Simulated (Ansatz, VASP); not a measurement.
# CdSe: VASP beside Ansatz

```
CELL_PARAMETERS angstrom
4.30208 0.00000 0.00000
-2.15104 3.72571 0.00000
0.00000 0.00000 7.02178
ATOMIC_POSITIONS crystal
Cd 0.33333 0.66667 0.94421
Cd 0.66667 0.33333 0.44421
Se 0.33333 0.66667 0.43179
Se 0.66667 0.33333 0.93179
```

Change from the starting cell: polar distortion scaled by 0.10.

Alike in both runs: task single point; functional PBEsol; k mesh 15 × 15 × 8; no spin polarisation.

|  | VASP | Ansatz |
| --- | --- | --- |
| version | VASP 6.6.1 | Ansatz 0.2.0 |
| potentials or method | VASP PAW PBE potentials, release 64 (Cd, Se), cutoff 520 eV | scalar-relativistic, plane waves, PAW |
| occupations | gaussian, width 0.01 eV | fixed |
| valence electrons in the cell | 36 | 72 |

```tsv
	VASP	Ansatz	Ansatz less VASP
gap on the k mesh at the Fermi level (eV)	0.87	0.86	-0.009
least direct gap on the mesh (eV)	0.87	0.86	-0.009
pressure (GPa)	4.1	3.6	-0.45
traceless stress, the component that is largest in VASP (GPa)	-6.47	-6.11	+0.360
rms of the force components (eV/Å)	0.116	0.113	-0.0034
```

VASP's potentials were made for PBE, not for PBEsol, and Ansatz warns of the same on its side. Atom by atom the forces differ by 0.003 eV/Å (rms over components). VASP's potentials hold 36 valence electrons a cell and Ansatz's 72, so a difference there can come from the potentials and not from the codes.
